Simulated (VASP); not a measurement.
Mg:

```xyz
1
Lattice="-1.8360 1.8360 1.6794 1.8360 -1.8360 1.6794 1.8360 1.8360 -1.6794" Properties=species:S:1:pos:R:3 pbc="T T T"
Mg    0.0000    0.0000    0.0000
```

Program: VASP 6.6.1. Alike in all runs: task single point; no spin polarisation; cell as given. Hardware: 1 thread of Intel(R) Xeon(R) 6975P-C (Granite Rapids) (shared host).

Problem. Order these runs on this cell by their wall time, lowest first.
A. level PBEsol; potentials or basis VASP PAW PBE potentials, release 64 (Mg); k mesh 6 × 6 × 6; cutoff (eV) 520; smearing gaussian 0.1 eV
B. level r2SCAN; potentials or basis VASP PAW PBE potentials, release 64 (Mg); k mesh 4 × 4 × 4, shifted; cutoff (eV) 660; smearing gaussian 0.1 eV
C. level LDA; potentials or basis VASP PAW LDA potentials, release 64 (Mg); k mesh 10 × 10 × 10; cutoff (eV) 600; smearing tetrahedron

Solution. A (2.5 s), C (7.6 s), B (22 s).

Caveats: some runs use coarse meshes.
